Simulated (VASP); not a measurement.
Runs of VASP 6.6.1 on Ru. The structure is that of space group Pm-3m (No. 221), or close to it. The cells are those of the table. 

| task | cell | k mesh | cutoff (eV) | gap on the mesh (eV) | pressure (GPa) | relaxed volume (Å³/atom) |
| --- | --- | --- | --- | --- | --- | --- |
| single point | a = 2.479 Å, 1 atom | 8 × 8 × 8 | 500 | none | 0.2 | - |
| relaxation of cell and atoms | relaxed from a = 2.421 Å, 1 atom | 8 × 8 × 8 | 500 | none | -0.1 | 15.27 |
| single point | a = 2.480 Å, 1 atom | 16 × 16 × 16 | 520 | none | 0.2 | - |
| relaxation of cell and atoms | relaxed from a = 2.479 Å, 1 atom | 16 × 16 × 16 | 600 | none | 0.0 | 15.26 |
| single point | a = 2.421 Å, 1 atom | 8 × 8 × 8 | 500 | none | (a) | - |

Alike in all rows: level PBEsol; potentials or basis VASP PAW PBE potentials, release 64 (Ru_pv); no spin polarisation; smearing gaussian 0.1 eV.

Question: Estimate the missing entries.

Answer: (a) 21.7.

Caveats: the PAW data sets were made with another functional, which shifts forces and pressure a little.

A k mesh can miss the band edges, and the runs leave out spin-orbit coupling on Ru.

A gap of «none» marks levels without a gap at the run's occupations.
